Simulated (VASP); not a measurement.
A run of VASP 6.6.1:

File INCAR:

```
SYSTEM = C
PREC = Accurate
ENCUT = 520
EDIFF = 1E-6
ISMEAR = -1
SIGMA = 0.05
LREAL = .FALSE.
LASPH = .TRUE.
NELM = 100
ALGO = Normal
ISIF = 2
LWAVE = .FALSE.
LCHARG = .FALSE.
GGA = PE
NBANDS = 11
```

KPOINTS

```
Automatic mesh
0
G
  17 17 17
  0 0 0
```

Contents of POSCAR:

```
C
1.0
    0.0000000000      1.7833700000      1.7833700000
    1.7833700000      0.0000000000      1.7833700000
    1.7833700000      1.7833700000      0.0000000000
C
2
Direct
    0.7500000000      0.7500000000      0.7500000000
    0.5000000000      0.5000000000      0.5000000000
```

Potentials or basis: VASP PAW PBE potentials, release 64 (C).

Launch:

```sh
$ cat potpaw_PBE.64/C/POTCAR > POTCAR
$ mpirun -np 1 vasp_std > vasp.out
```

Hardware: 1 thread of AMD EPYC 7R43 64-Core Processor (Zen 3), on a shared host.

**Question.** How long does it take, and how much memory?

**Answer.** It took 16 s on 1 thread of AMD EPYC 7R43 64-Core Processor (Zen 3), with other jobs on the host, peak memory 0.09 GiB. Counts: scf iterations 11, k points 165.
